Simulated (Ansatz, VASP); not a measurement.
## CoSi2 in VASP and in Ansatz

```
CELL_PARAMETERS angstrom
0.00000 2.68018 2.68018
2.68018 0.00000 2.68018
2.68018 2.68018 0.00000
ATOMIC_POSITIONS crystal
Co 0.99481 0.00519 0.99481
Si 0.25545 0.24455 0.25545
Si 0.75545 0.74455 0.75545
```

Change from the starting cell: mode 4 frozen in at +0.000 Å and mode 8 at -0.029 Å (largest displacements).

Alike in both runs: task single point; functional PBE; k mesh 12 × 12 × 12; occupations gaussian, width 0.15 eV; no spin polarisation.

|  | VASP | Ansatz |
| --- | --- | --- |
| version | VASP 6.6.1 | Ansatz 0.2.0 |
| potentials or method | VASP PAW PBE potentials, release 64 (Co, Si), cutoff 520 eV | scalar-relativistic, plane waves, PAW |
| valence electrons in the cell | 17 | 25 |

|  | VASP | Ansatz | Ansatz less VASP |
| --- | --- | --- | --- |
| gap on the k mesh at the Fermi level (eV) | none | none | - |
| pressure (GPa) | 0.0 | 0.3 | +0.29 |
| traceless stress, the component that is largest in VASP (GPa) | -0.10 | -0.10 | +0.003 |
| rms of the force components (eV/Å) | 0.271 | 0.269 | -0.0013 |

Atom by atom the forces differ by 0.001 eV/Å (rms over components). A gap of «none» marks a metal or a gap that the smearing closes. VASP's potentials hold 17 valence electrons a cell and Ansatz's 25, so a difference there can come from the potentials and not from the codes.
